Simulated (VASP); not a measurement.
Wanted: the native input for a VASP 6.6.1 run.

| Quantity | Value |
| --- | --- |
| Task | single point |
| Functional | PBEsol |
| Potentials or basis | VASP PAW PBE potentials, release 64 (Al, N) |
| Cutoff | 520 eV |
| k mesh | 10 × 10 × 10 |
| Occupations | gaussian, width 0.05 eV |
| Spin | no spin polarisation |
| Dipole correction | no |
| Further INCAR settings | ALGO = Normal; EDIFF = 1e-06; NBANDS = 11 |

The structure of AlN lies in POSCAR:

```
AlN
1.0
    0.0000000000      2.0864464112      2.2397618115
    2.2397618115      0.0000000000      2.2397618115
    2.2397618115      2.0864464112      0.0000000000
Al N
1 1
Direct
   -0.0112666392      0.0112666392      0.0112666392
    0.7717028100      0.7282971900      0.7282971900
```

This cell differs from its parent crystal: mode 4 frozen in at -0.095 Å, strain +e along z and -e/2 along x and y -0.0467.

One way to write it, as run:

INCAR

```
SYSTEM = AlN
  PREC = Accurate
  ENCUT = 520
  EDIFF = 1E-6
  ISMEAR = 0
  SIGMA = 0.05
  LREAL = .FALSE.
  LASPH = .TRUE.
  NELM = 60
  ALGO = Normal
  ISIF = 2
  LWAVE = .FALSE.
  LCHARG = .TRUE.
  GGA = PS
  LELF = .TRUE.
  LVHAR = .TRUE.
  NBANDS = 11
```

KPOINTS

```
Automatic mesh
0
G
  10 10 10
  0 0 0
```

Potentials or basis: VASP PAW PBE potentials, release 64 (Al, N).

Launch:

```bash
$ cat potpaw_PBE.64/Al/POTCAR potpaw_PBE.64/N/POTCAR > POTCAR
$ mpirun -np 1 vasp_std > vasp.out
```

Results of the run:

The pressure is 2.8 GPa and the largest force is 2.141 eV/Å. The band gap on the k mesh is 2.58 eV, indirect (least direct gap 3.61 eV).

Caveat: the cell differs from its parent crystal (mode 4 frozen in at -0.095 Å, strain +e along z and -e/2 along x and y -0.0467); the PAW data sets were made with another functional, which shifts forces and pressure a little.

Wall time 42 s on 1 thread of Intel(R) Xeon(R) Platinum 8259CL CPU @ 2.50GHz (Skylake/Cascade Lake), on a shared host, peak memory 0.18 GiB.
